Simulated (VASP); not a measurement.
Input of a VASP 6.6.1 run:

INCAR

```
  PREC = Accurate
  ENCUT = 520
  EDIFF = 1E-6
  ISMEAR = -1
  SIGMA = 0.05
  LREAL = False
  LASPH = True
  NELM = 100
  ALGO = Normal
  ISIF = 2
  LWAVE = False
  LCHARG = True
  GGA = PE
  LELF = True
  LVHAR = True
  NBANDS = 17
```

Contents of KPOINTS:

```
Automatic mesh
0
Gamma
  11 11 11
```

The input POSCAR:

```
Ca
1.0
    0.0000000000      4.3020958320      4.3020958320
    4.3020958320      0.0000000000      4.3020958320
    4.3020958320      4.3020958320      0.0000000000
Ca
2
Direct
    0.0000000000      0.0000000000      0.0000000000
    0.2500000000      0.2500000000      0.2500000000
```

Potentials or basis: VASP PAW PBE potentials, release 64 (Ca_sv).

Command:

```console
$ cat potpaw_PBE.64/Ca_sv/POTCAR > POTCAR
$ mpirun -np 1 vasp_std > vasp.out
```

Question: Estimate the pressure.

Answer: 0.0 GPa.

Question: Predict the band gap on the k mesh.

Answer: Zero (bands 10 and 11 overlap by 0.78 eV).
